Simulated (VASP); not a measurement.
Crystal: SiC.

```
Si C
1.0
     0.00000    2.18987    2.18987
     2.18987    0.00000    2.18987
     2.18987    2.18987    0.00000
Si C
1 1
Direct
  0.00000 0.00000 0.00000
  0.25000 0.25000 0.25000
```

Base run:

| Item | Value |
| --- | --- |
| Program | VASP 6.6.1 |
| Functional | PBE |
| Potentials or basis | VASP PAW PBE potentials, release 64 (Si, C) |
| Cutoff | 520 eV |
| k mesh | 10 × 10 × 10 |
| Occupations | gaussian, width 0.02 eV |
| Spin | no spin polarisation |

Its results: band gap on the k mesh 1.37 eV, indirect (least direct gap 4.53 eV); pressure 0.0 GPa.

**Question.** The run is repeated on the same cell with these changes: functional from PBE to r2SCAN. What comes out?

**Answer.** Band gap on the k mesh 1.73 eV, indirect (least direct gap 5.04 eV); pressure -3.7 GPa.

r2SCAN gives the wider gap, since meta-GGAs in the generalised Kohn-Sham scheme recover part of the derivative discontinuity.

Caveats: the PAW data sets were made with another functional, which shifts forces and pressure a little (some runs).

A k mesh can miss the band edges.
